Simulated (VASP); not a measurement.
Wanted: the native input for a VASP 6.6.1 run.

| Property | Result |
| --- | --- |
| Task | single point |
| Functional | PBE |
| Potentials or basis | VASP PAW PBE potentials, release 64 (Na_pv, Cl) |
| Cutoff | 520 eV |
| k mesh | 4 × 4 × 4 |
| Occupations | gaussian, width 0.1 eV |
| Spin | no spin polarisation |
| Dipole correction | no |
| Further INCAR settings | ALGO = Normal; EDIFF = 1e-06; NBANDS = 26 |

The structure of Na3Cl2 lies in POSCAR:

```
Na3Cl2
1.0
    1.7599510000    -10.1702560000      0.0000000000
    1.7599510000     10.1702560000      0.0000000000
    0.0000000000      0.0000000000      3.5276360000
Na Cl
3 2
Direct
    0.5000000000      0.5000000000      0.0000000000
    0.3310110000      0.6689890000      0.0000000000
    0.6689890000      0.3310110000      0.0000000000
    0.9134020000      0.0865980000      0.5000000000
    0.0865980000      0.9134020000      0.5000000000
```

The input as run:

INCAR

```
SYSTEM = Na3Cl2
PREC     = Accurate       ! precision mode
ENCUT    = 520            ! plane-wave cutoff, eV
EDIFF    = 1E-6           ! SCF threshold, eV
ISMEAR   = 0              ! smearing method
SIGMA    = 0.1            ! smearing width, eV
LREAL    = .False.        ! projectors in reciprocal space
LASPH    = .True.         ! aspherical terms in the spheres
NELM     = 80             ! most SCF steps
ALGO     = Normal         ! electronic algorithm
ISIF     = 2              ! what is computed and relaxed
LWAVE    = .False.        ! write WAVECAR
LCHARG   = .False.        ! write CHGCAR
GGA      = PE             ! functional
NBANDS   = 26             ! bands
```

KPOINTS

```
regular mesh
0
Gamma
  4 4 4
  0 0 0
```

Potentials or basis: VASP PAW PBE potentials, release 64 (Na_pv, Cl).

Command:

```sh
$ cat potpaw_PBE.64/Na_pv/POTCAR potpaw_PBE.64/Cl/POTCAR > POTCAR
$ mpirun -np 1 vasp_std > vasp.out
```

Results of the run:

```
Pressure               : 0.1 GPa
Largest force          : 0.014 eV/Å
Band gap on the k mesh : zero (an odd number of electrons rules out a gap without spin polarisation)
```

Caveat: the k points lie up to 0.45 Å⁻¹ apart, too coarse for converged energies and pressures of a metal; an odd number of electrons without spin polarisation forces a metal; a magnetic or distorted state may lie lower.

Wall time 4.2 min on 1 thread of Intel Xeon 8259CL (shared host), peak memory 0.4 GiB.
